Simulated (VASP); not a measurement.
Set up this calculation in VASP 6.6.1, as the native input.

```
Task                   : single point
Functional             : PBE
Potentials or basis    : VASP PAW PBE potentials, release 64 (Ti_sv, O)
Cutoff                 : 520 eV
k mesh                 : 6 × 4 × 6
Occupations            : gaussian, width 0.02 eV
Spin                   : no spin polarisation
Hubbard terms          : Ti d U = 4.0 eV
Dipole correction      : no
Further INCAR settings : ALGO = Normal; EDIFF = 1e-07; NBANDS = 60
```

The structure of TiO2 lies in POSCAR:

```
TiO2
1.0
    4.5453143538      0.0000000000      0.0000000000
    0.0000000000      5.5032074459      0.0000000000
    0.0000000000      0.0000000000      4.9271704870
Ti O
4 8
Direct
    0.5000000000      0.6706333521      0.7500000000
    0.0000000000      0.8293666479      0.2500000000
    0.5000000000      0.3293666479      0.2500000000
    0.0000000000      0.1706333521      0.7500000000
    0.7290262914      0.6149433631      0.0803880766
    0.2290262914      0.8850566369      0.9196119234
    0.7709737086      0.8850566369      0.5803880766
    0.2709737086      0.6149433631      0.4196119234
    0.7290262914      0.3850566369      0.5803880766
    0.2290262914      0.1149433631      0.4196119234
    0.7709737086      0.1149433631      0.0803880766
    0.2709737086      0.3850566369      0.9196119234
```

One way to write it, as run:

INCAR

```
SYSTEM = TiO2
PREC     = Accurate       ! precision mode
ENCUT    = 520            ! plane-wave cutoff, eV
EDIFF    = 1E-7           ! SCF threshold, eV
ISMEAR   = 0              ! smearing method
SIGMA    = 0.02           ! smearing width, eV
LREAL    = .FALSE.        ! projectors in reciprocal space
LASPH    = .TRUE.         ! aspherical terms in the spheres
NELM     = 150            ! most SCF steps
ALGO     = Normal         ! electronic algorithm
ISIF     = 2              ! what is computed and relaxed
LWAVE    = .FALSE.        ! write WAVECAR
LCHARG   = .FALSE.        ! write CHGCAR
LMAXMIX  = 4              ! l up to which the mixer works
LDAU     = .TRUE.         ! DFT+U
LDAUTYPE = 2            
LDAUL    = 2 -1           ! shell
LDAUU    = 4 0            ! U, eV
LDAUJ    = 0 0          
LDAUPRINT= 1            
GGA      = PE             ! functional
NBANDS   = 60             ! bands
```

KPOINTS

```
Automatic mesh
0
G
  6 4 6
  0 0 0
```

Potentials or basis: VASP PAW PBE potentials, release 64 (Ti_sv, O).

Command:

```sh
$ cat potpaw_PBE.64/Ti_sv/POTCAR potpaw_PBE.64/O/POTCAR > POTCAR
$ mpirun -np 1 vasp_std > vasp.out
```

Results of the run:

```yaml
Pressure: 11.5 GPa
Largest_force: 0.272 eV/Å
Band_gap_on_the_k_mesh: 3.04 eV (least direct gap 3.09 eV)
```

Caveat: the cell stands under pressure.

It took 11 min on 1 thread of Oxide Virtual Turin-like Processor, on a shared host, peak memory 0.36 GiB.
